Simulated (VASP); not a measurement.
# Mo (Im-3m) in VASP: notebook

Runs on Mo. Level: PBE. Tasks: single point, relaxation of cell and atoms.

Everything below comes from runs of VASP 6.6.1. Logs are shortened: lines on timing, memory, paths and dates and some standing lists are left out, and cuts for length are marked.

## 1. The cell of the first run

The structure is cubic, space group Im-3m (No. 229). The conventional cell has a = 3.160 Å, b = 3.160 Å, c = 3.160 Å, α = 90.00°, β = 90.00°, γ = 90.00°. Mo (site symmetry m-3m) has 14 Mo at 2.74 to 3.16 Å within 3.6 Å.

## 2. Single point, PBE

INCAR

```
PREC = Accurate ; ENCUT = 520
EDIFF = 1E-6 ; ISMEAR = 0
SIGMA = 0.1 ; LREAL = F
LASPH = T ; NELM = 60
ALGO = Normal ; ISIF = 2
LWAVE = F ; LCHARG = F
GGA = PE ; NBANDS = 13
```

KPOINTS

```
regular mesh
0
Gamma
  18 18 18
```

POSCAR

```
Mo
1.0
   -1.5802339370      1.5802339370      1.5802339370
    1.5802339370     -1.5802339370      1.5802339370
    1.5802339370      1.5802339370     -1.5802339370
Mo
1
Direct
    0.0000000000      0.0000000000      0.0000000000
```

Potentials or basis: VASP PAW PBE potentials, release 64 (Mo_sv).

Run with:

```console
> cat potpaw_PBE.64/Mo_sv/POTCAR > POTCAR
> mpirun -np 1 vasp_std > vasp.out
```

OUTCAR:

```text
PREC = Accurate
   ENCUT = 520
   EDIFF = 1E-6
   ISMEAR = 0
   LREAL = F
   LASPH = T
   NELM = 60
   ISIF = 2
   GGA = PE

 ion  position               nearest neighbor table
   1  0.000  0.000  0.000-

  LATTYP: Found a body centered cubic cell.
 ALAT       =     3.1604678740

  Lattice vectors:

 A1 = (  -1.5802339370,   1.5802339370,   1.5802339370)
 A2 = (   1.5802339370,  -1.5802339370,   1.5802339370)
 A3 = (   1.5802339370,   1.5802339370,  -1.5802339370)

Analysis of symmetry for initial positions (statically):
=====================================================================
 Subroutine PRICEL returns:
 Original cell was already a primitive cell.

 Routine SETGRP: Setting up the symmetry group for a
 body centered cubic supercell.

 Subroutine GETGRP returns: Found 48 space group operations
 (whereof 48 operations were pure point group operations)
 out of a pool of 48 trial point group operations.

The static configuration has the point symmetry O_h .

Analysis of symmetry for dynamics (positions and initial velocities):
=====================================================================
 Subroutine PRICEL returns:
 Original cell was already a primitive cell.

 Routine SETGRP: Setting up the symmetry group for a
 body centered cubic supercell.

 Subroutine GETGRP returns: Found 48 space group operations
 (whereof 48 operations were pure point group operations)
 out of a pool of 48 trial point group operations.

The dynamic configuration has the point symmetry O_h .

 Subroutine INISYM returns: Found 48 space group operations
 (whereof 48 operations are pure point group operations),
 and found     1 'primitive' translations

----------------------------------------------------------------------------------------

                                     Primitive cell

  volume of cell :      15.7843

  direct lattice vectors                    reciprocal lattice vectors
    -1.580233937  1.580233937  1.580233937     0.000000000  0.316408848  0.316408848
     1.580233937 -1.580233937  1.580233937     0.316408848  0.000000000  0.316408848
     1.580233937  1.580233937 -1.580233937     0.316408848  0.316408848  0.000000000

  length of vectors
     2.737045467  2.737045467  2.737045467     0.447469684  0.447469684  0.447469684

  position of ions in fractional coordinates (direct lattice)
[... 82 lines left out ...]
   NFREE  =      0    steps in history (QN), initial steepest desc. (CG)
   ISIF   =      2    stress and relaxation
   ISYM   =      2    0-nonsym 1-usesym 2-fastsym
   POTIM  = 0.5000    time-step for ionic-motion
   TEBEG  =    0.0;   TEEND  =   0.0 temperature during run
   PSTRESS=    0.0 pullay stress
   NELECT =      14.0000    total number of electrons
   NUPDOWN=      -1.0000    fix difference up-down
   EMIN   =  10.00;   EMAX   =-10.00  energy-range for DOS
   EFERMI =   0.00;   METHOD = LEGACY
   ISMEAR =     0;   SIGMA  =   0.10  broadening in eV -4-tet -1-fermi 0-gaus
   EFERMI_NEDOS =   21; number of points for ismear=-14 and -15
   IALGO  =     38    algorithm
   IMIX   =      4    mixing-type and parameters
     AMIX     =   0.40;   BMIX     =  1.00
     AMIX_MAG =   1.60;   BMIX_MAG =  1.00
  volume/ion in A,a.u.               =      15.78       106.52
  Fermi-wavevector in a.u.,A,eV,Ry     =   1.572930  2.972407 33.662304  2.474110
  Thomas-Fermi vector in A             =   2.674291
   LORBIT       =      0    0 simple, 1 ext, 2 COOP (PROOUT), +10 PAW based schemes
   GGA     = PE    functional components
   LHFCALC =     F    Hartree Fock is set to
   AEXX    =    0.0000 exact exchange contribution
   IVDW    =     0    specifies the selected vdW correction
   LEPSILON=     F    determine dielectric tensor
   LRPA    =     F    only Hartree local field effects (RPA)
 non-spin polarized calculation
 Gauss-broadening in eV      SIGMA  =   0.10
  energy-cutoff  :      520.00
  volume of cell :       15.78
 maximum number of plane-waves:       438
   NGX = 11   NGY = 11   NGZ = 11

 number of electron      14.0000004 magnetization

 Free energy of the ion-electron system (eV)
  ---------------------------------------------------
  ext. energy  EPLUGINS =         0.00000000
  ---------------------------------------------------
  free energy    TOTEN  =       -10.93495496 eV

  energy without entropy =      -10.93230253  energy(sigma->0) =      -10.93362875

 E-fermi :  12.4552     XC(G=0): -13.3358

 val. band max:       12.4356253430   @ k =   0.3889   0.1111   0.0000
 cond. band min:      12.4589440685   @ k =  -0.3889   0.4444   0.2778
 fundamental gap:      0.0233187254
 Fermi energy:        12.4551959533

 k-point     1 :       0.0000    0.0000    0.0000
  band No.  band energies     occupation
      1     -48.8422      2.00000
      2     -22.1305      2.00000
      3     -22.1305      2.00000
      4     -22.1305      2.00000
      5       5.2342      2.00000
      6      11.0922      2.00000
      7      11.0922      2.00000
      8      11.0922      2.00000
      9      14.0821      0.00000
     10      14.0821      0.00000
     11      27.2549      0.00000
     12      27.2549      0.00000
     13      27.2549      0.00000
[... 354 lines left out ...]
  band No.  band energies     occupation
      1     -48.5877      2.00000
      2     -23.4038      2.00000
      3     -22.6016      2.00000
      4     -22.2003      2.00000
      5       7.5798      2.00000
      6       9.2366      2.00000
      7      12.4356      1.21804
      8      13.9822      0.00000
      9      15.1007      0.00000
     10      17.7566      0.00000
     11      24.0211      0.00000
     12      25.1821      0.00000
     13      29.3149      0.00000

 [... further k-points ...]

------------------------ aborting loop because EDIFF is reached ----------------------------------------

  FORCE on cell =-STRESS in cart. coord.  units (eV):
  Direction    XX          YY          ZZ          XY          YZ          ZX
  --------------------------------------------------------------------------------------
  -------------------------------------------------------------------------------------
  Total        0.0496689      0.0496689      0.0496689     -0.0000000      0.0000000      0.0000000
  in kB        5.0416298      5.0416298      5.0416298     -0.0000000      0.0000000      0.0000000
  external PRESSURE =       5.0416298 kB  Pullay stress =       0.0000000 kB

 VOLUME and BASIS-vectors are now :
 -----------------------------------------------------------------------------
  energy-cutoff  :      520.00
  volume of cell :       15.78
      direct lattice vectors                 reciprocal lattice vectors
    -1.580233937  1.580233937  1.580233937     0.000000000  0.316408848  0.316408848
     1.580233937 -1.580233937  1.580233937     0.316408848  0.000000000  0.316408848
     1.580233937  1.580233937 -1.580233937     0.316408848  0.316408848  0.000000000

 POSITION                                       TOTAL-FORCE (eV/Angst)
 -----------------------------------------------------------------------------------
      0.00000      0.00000      0.00000         0.000000      0.000000      0.000000
 -----------------------------------------------------------------------------------
    total drift:                               -0.000000     -0.000000      0.000000

  FREE ENERGIE OF THE ION-ELECTRON SYSTEM (eV)
  ---------------------------------------------------
  free  energy   TOTEN  =       -10.9349549605 eV

  energy  without entropy=      -10.9323025303  energy(sigma->0) =      -10.93362875
```

OSZICAR:

```text
N       E                     dE             d eps       ncg     rms          rms(c)
DAV:   1     0.906523701232E+02    0.90652E+02   -0.80441E+03  5139   0.110E+03
DAV:   2    -0.104548706912E+02   -0.10111E+03   -0.97441E+02  5870   0.310E+02
DAV:   3    -0.115973306915E+02   -0.11425E+01   -0.11376E+01  5610   0.327E+01
DAV:   4    -0.116000166837E+02   -0.26860E-02   -0.26859E-02  5760   0.191E+00
DAV:   5    -0.116000339158E+02   -0.17232E-04   -0.17234E-04  5650   0.137E-01    0.144E+01
DAV:   6    -0.110169091623E+02    0.58312E+00   -0.73017E-01  5230   0.105E+01    0.385E+00
DAV:   7    -0.109385972527E+02    0.78312E-01   -0.14177E-01  5600   0.439E+00    0.956E-01
DAV:   8    -0.109348736869E+02    0.37236E-02   -0.40076E-03  5300   0.807E-01    0.191E-01
DAV:   9    -0.109349445782E+02   -0.70891E-04   -0.97182E-05  5900   0.121E-01    0.812E-02
DAV:  10    -0.109349547664E+02   -0.10188E-04   -0.12630E-05  5270   0.416E-02    0.725E-03
DAV:  11    -0.109349549605E+02   -0.19406E-06   -0.13329E-07  3075   0.398E-03
   1 F= -.10934955E+02 E0= -.10933629E+02  d E =-.265243E-02
```

stdout:

```text
POSCAR found type information on POSCAR Mo
 POSCAR found :  1 types and       1 ions
 scaLAPACK will be used
 LDA part: xc-table for (Slater+PW92), standard interpolation
 POSCAR, INCAR and KPOINTS ok, starting setup
 FFT: planning ... GRIDC
 FFT: planning ... GRID_SOFT
 FFT: planning ... GRID
 WAVECAR not read
 entering main loop
```

Wall time 13 s (1 thread of AMD EPYC 9R45 (Zen 5), shared host); peak memory 0.12 GiB.

What came out:

```
Free energy            : -10.9350 eV
Pressure               : 0.5 GPa
Band gap on the k mesh : zero (band 7 reaches 16.36 eV, above the bottom of band 8 at 11.09 eV)
```

Levels at points of the mesh, in eV from the Fermi level:
```tsv
k point	band 5	band 6	band 7	band 8	band 9	band 10
(0.00, 0.00, 0.00)	-7.22	-1.36	-1.36	-1.36	1.63	1.63
(0.50, 0.00, 0.00)	-5.28	-3.37	1.57	1.65	2.27	4.66
(0.50, 0.50, 0.50)	-5.38	-5.38	3.91	3.91	3.91	8.97
```

## 3. Relaxation of cell and atoms, PBE

This run uses another cell than the first one, of 15.51 Å³/atom, 0.983 times its volume.

INCAR

```
  PREC = Accurate
  ENCUT = 600
  EDIFF = 1E-7
  ISMEAR = 0
  SIGMA = 0.1
  LREAL = False
  LASPH = True
  NELM = 60
  ALGO = Normal
  ISIF = 3
  LWAVE = False
  LCHARG = False
  GGA = PE
  IBRION = 2
  NSW = 100
  EDIFFG = -0.005
```

KPOINTS

```
Automatic mesh
0
Gamma
  18 18 18
```

POSCAR

```
Mo
1.0
   -1.5710000000      1.5710000000      1.5710000000
    1.5710000000     -1.5710000000      1.5710000000
    1.5710000000      1.5710000000     -1.5710000000
Mo
1
Direct
    0.0000000000      0.0000000000      0.0000000000
```

Potentials or basis: VASP PAW PBE potentials, release 64 (Mo_sv).

Run with:

```console
> cat potpaw_PBE.64/Mo_sv/POTCAR > POTCAR
> mpirun -np 1 vasp_std > vasp.out
```

OUTCAR:

```text
PREC = Accurate
   ENCUT = 600
   EDIFF = 1E-7
   ISMEAR = 0
   LREAL = False
   LASPH = True
   NELM = 60
   ISIF = 3
   GGA = PE
   IBRION = 2
   NSW = 100
   EDIFFG = -0.005

 ion  position               nearest neighbor table
   1  0.000  0.000  0.000-

  LATTYP: Found a body centered cubic cell.
 ALAT       =     3.1420000000

  Lattice vectors:

 A1 = (  -1.5710000000,   1.5710000000,   1.5710000000)
 A2 = (   1.5710000000,  -1.5710000000,   1.5710000000)
 A3 = (   1.5710000000,   1.5710000000,  -1.5710000000)

Analysis of symmetry for initial positions (statically):
=====================================================================
 Subroutine PRICEL returns:
 Original cell was already a primitive cell.

[... 293 lines left out ...]
      1     -48.8661      2.00000
      2     -22.1584      2.00000
      3     -22.1584      2.00000
      4     -22.1584      2.00000
      5       5.2155      2.00000
      6      11.0708      2.00000
      7      11.0708      2.00000
      8      11.0708      2.00000
      9      14.0551      0.00000
     10      14.0551      0.00000
     11      27.2287      0.00000
[... 309 lines left out ...]
 k-point    24 :       0.3889    0.1111    0.0000
  band No.  band energies     occupation
      1     -48.6131      2.00000
      2     -23.4254      2.00000
      3     -22.6272      2.00000
      4     -22.2277      2.00000
      5       7.5638      2.00000
      6       9.2190      2.00000
      7      12.4095      1.23531
      8      13.9549      0.00000
      9      15.0706      0.00000
     10      17.7212      0.00000
     11      23.9767      0.00000

 [... further k-points ...]

------------------------ aborting loop because EDIFF is reached ----------------------------------------

  FORCE on cell =-STRESS in cart. coord.  units (eV):
  Direction    XX          YY          ZZ          XY          YZ          ZX
  --------------------------------------------------------------------------------------
  -------------------------------------------------------------------------------------
  Total       -0.0001252     -0.0001252     -0.0001252      0.0000000      0.0000000     -0.0000000
  in kB       -0.0126871     -0.0126871     -0.0126871      0.0000000      0.0000000     -0.0000000
  external PRESSURE =      -0.0126871 kB  Pullay stress =       0.0000000 kB
[... 16 lines left out ...]
  FREE ENERGIE OF THE ION-ELECTRON SYSTEM (eV)
  ---------------------------------------------------
  free  energy   TOTEN  =       -10.9347739043 eV

  energy  without entropy=      -10.9321029765  energy(sigma->0) =      -10.93343844

 reached required accuracy - stopping structural energy minimisation
```

OSZICAR:

```text
N       E                     dE             d eps       ncg     rms          rms(c)
DAV:   1     0.103002932116E+03    0.10300E+03   -0.89329E+03  4306   0.145E+03
DAV:   2    -0.996691644116E+01   -0.11297E+03   -0.10917E+03  4694   0.366E+02
DAV:   3    -0.115741554104E+02   -0.16072E+01   -0.15925E+01  4932   0.434E+01
DAV:   4    -0.115785450971E+02   -0.43897E-02   -0.43877E-02  4760   0.264E+00
[... 31 lines left out ...]
DAV:   1    -0.109348002892E+02   -0.28696E-04   -0.66610E-04  4467   0.368E-01    0.553E-02
DAV:   2    -0.109347744787E+02    0.25810E-04   -0.53086E-05  4449   0.921E-02    0.955E-03
DAV:   3    -0.109347728895E+02    0.15892E-05   -0.76688E-06  4667   0.344E-02    0.838E-03
DAV:   4    -0.109347738769E+02   -0.98741E-06   -0.12682E-07  3526   0.433E-03    0.382E-04
DAV:   5    -0.109347739043E+02   -0.27348E-07   -0.15454E-08  2202   0.164E-03
   4 F= -.10934774E+02 E0= -.10933438E+02  d E =-.472926E-02
```

Wall time 56 s (1 thread of AMD EPYC 9R45 (Zen 5), shared host); peak memory 0.15 GiB.

Results:

| Quantity | Value |
| --- | --- |
| Free energy | -10.9348 eV |
| Relaxed volume | 15.81 Å³/atom |
| Relaxed cell | a = 2.738 Å, b = 2.738 Å, c = 2.738 Å, α = 109.47°, β = 109.47°, γ = 109.47° |
| Space group after relaxing (to 0.05 Å) | Im-3m (No. 229) |
| Energy gained by relaxing | 4.7 meV/atom |
| Ionic steps | 4 |
| Pressure after relaxing | 0.0 GPa |
| Band gap on the k mesh | zero (band 7 reaches 16.33 eV, above the bottom of band 8 at 11.07 eV) |

The path:
```
step  energy change (eV)  largest force (eV/Å)  pressure (GPa)  volume (Å³)
   1              0.0000                0.0000            5.17        15.51
   2              0.0293                0.0000          -12.18        16.66
   3             -0.0047                0.0000           -0.10        15.81
   4             -0.0047                0.0000            0.00        15.81
```

Final structure:
```
Mo
1.0
    -1.58102    1.58102    1.58102
     1.58102   -1.58102    1.58102
     1.58102    1.58102   -1.58102
Mo
1
Direct
  0.00000 0.00000 0.00000
```

Levels at points of the mesh, in eV from the Fermi level:
| k point | band 4 | band 5 | band 6 | band 7 | band 8 | band 9 | band 10 | band 11 |
| --- | --- | --- | --- | --- | --- | --- | --- | --- |
| (0.00, 0.00, 0.00) | -34.59 | -7.22 | -1.36 | -1.36 | -1.36 | 1.62 | 1.62 | 14.80 |
| (0.50, 0.00, 0.00) | -34.60 | -5.27 | -3.37 | 1.57 | 1.65 | 2.27 | 4.65 | 11.46 |
| (0.50, 0.50, 0.50) | -35.52 | -5.37 | -5.37 | 3.90 | 3.90 | 3.90 | 8.96 | 8.96 |
